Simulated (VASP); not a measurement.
Here is a VASP 6.6.1 calculation.

INCAR

```
ALGO = Normal
EDIFF = 1E-6
ENCUT = 520
GGA = PE
ISIF = 2
ISMEAR = 0
LASPH = T
LCHARG = T
LELF = T
LREAL = F
LVHAR = T
LWAVE = F
NBANDS = 24
NELM = 80
PREC = Accurate
SIGMA = 0.1
```

Contents of KPOINTS:

```
k-points
0
Gamma
  6 6 2
```

The input POSCAR:

```
BiTe3
1.0
    4.6605475800      0.0000000000      0.0000000000
   -2.3302737900      4.0361526000      0.0000000000
    0.0000000000      0.0000000000      8.6591641200
Bi Te
1 3
Direct
    0.6666666700      0.3333333300      0.0000000000
    0.0000000000      0.0000000000      0.0000000000
    0.6666666700      0.3333333300      0.6779556700
    0.6666666700      0.3333333300      0.3220443300
```

Potentials or basis: VASP PAW PBE potentials, release 64 (Bi_d, Te).

Command:

```sh
$ cat potpaw_PBE.64/Bi_d/POTCAR potpaw_PBE.64/Te/POTCAR > POTCAR
$ mpirun -np 1 vasp_std > vasp.out
```

(1) Estimate the band gap on the k mesh.

(2) What does it give for the largest force?

(3) Estimate the pressure.

Results:

(1) zero (an odd number of electrons rules out a gap without spin polarisation).

(2) 2.873 eV/Å.

(3) 10.0 GPa.

Caveat: the k points lie up to 0.36 Å⁻¹ apart, too coarse for converged energies and pressures of a metal; spin-orbit coupling is left out, which moves the levels of the heavy elements; forces of over 1 eV/Å act on the atoms, so gaps and moduli don't describe the material at rest.
